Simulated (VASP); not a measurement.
Wanted: the native input for a VASP 6.6.1 run.

| Item | Value |
| --- | --- |
| Task | single point |
| Functional | LDA |
| Potentials or basis | VASP PAW LDA potentials, release 64 (Bi_d) |
| Cutoff | 520 eV |
| k mesh | 9 × 9 × 9 |
| Occupations | fermi-dirac, width 0.05 eV |
| Spin | no spin polarisation |
| Dipole correction | no |
| Further INCAR settings | ALGO = Fast; EDIFF = 1e-07; NBANDS = 14 |

The structure of Bi lies in POSCAR:

```
Bi
1.0
   -1.9546511608      1.9546511608      1.9546511608
    1.9546511608     -1.9546511608      1.9546511608
    1.9546511608      1.9546511608     -1.9546511608
Bi
1
Direct
    0.0000000000      0.0000000000      0.0000000000
```

This cell differs from its parent crystal: volume scaled by 0.96.

The input as run:

INCAR

```
SYSTEM = Bi
PREC = Accurate ; ENCUT = 520
EDIFF = 1E-7 ; ISMEAR = -1
SIGMA = 0.05 ; LREAL = .FALSE.
LASPH = .TRUE. ; NELM = 100
ALGO = Fast ; ISIF = 2
LWAVE = .FALSE. ; LCHARG = .TRUE.
GGA = CA ; LELF = .TRUE.
LVHAR = .TRUE. ; NBANDS = 14
```

KPOINTS

```
regular mesh
0
G
  9 9 9
  0 0 0
```

Potentials or basis: VASP PAW LDA potentials, release 64 (Bi_d).

Launch:

```bash
$ cat potpaw_LDA.64/Bi_d/POTCAR > POTCAR
$ mpirun -np 1 vasp_std > vasp.out
```

Results of the run:

The pressure is -1.0 GPa.

Wall time 41 s on 1 thread of AMD EPYC 7R13, with other jobs on the host, peak memory 0.11 GiB.
